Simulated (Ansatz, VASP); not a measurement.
Two plane-wave programs on Na2Hg

```
CELL_PARAMETERS angstrom
3.62192 0.00000 0.00000
-1.81096 3.13667 0.00000
0.00000 0.00000 8.12399
ATOMIC_POSITIONS crystal
Na 0.33333 0.66667 0.69107
Na 0.66667 0.33333 0.30893
Hg 0.00000 0.00000 0.00000
```

Alike in both runs: functional PBE; k mesh 12 × 12 × 6; occupations gaussian, width 0.1 eV; no spin polarisation.

Ansatz relaxed the structure, and its values are those at the end. VASP's run is a single point on that final structure, the one shown.

```csv
,VASP,Ansatz
version,VASP 6.6.1,Ansatz 0.2.0
potentials or method,"VASP PAW PBE potentials, release 64 (Na_pv, Hg), cutoff 520 eV","scalar-relativistic, plane waves, PAW"
valence electrons in the cell,26,38
```

```tsv
	VASP	Ansatz	Ansatz less VASP
gap on the k mesh at the Fermi level (eV)	none	none	-
pressure (GPa)	0.0	0.0	+0.01
```

A gap of «none» marks a metal or a gap that the smearing closes. VASP's potentials hold 26 valence electrons a cell and Ansatz's 38, so a difference there can come from the potentials and not from the codes.

Neither program's run includes spin-orbit coupling.
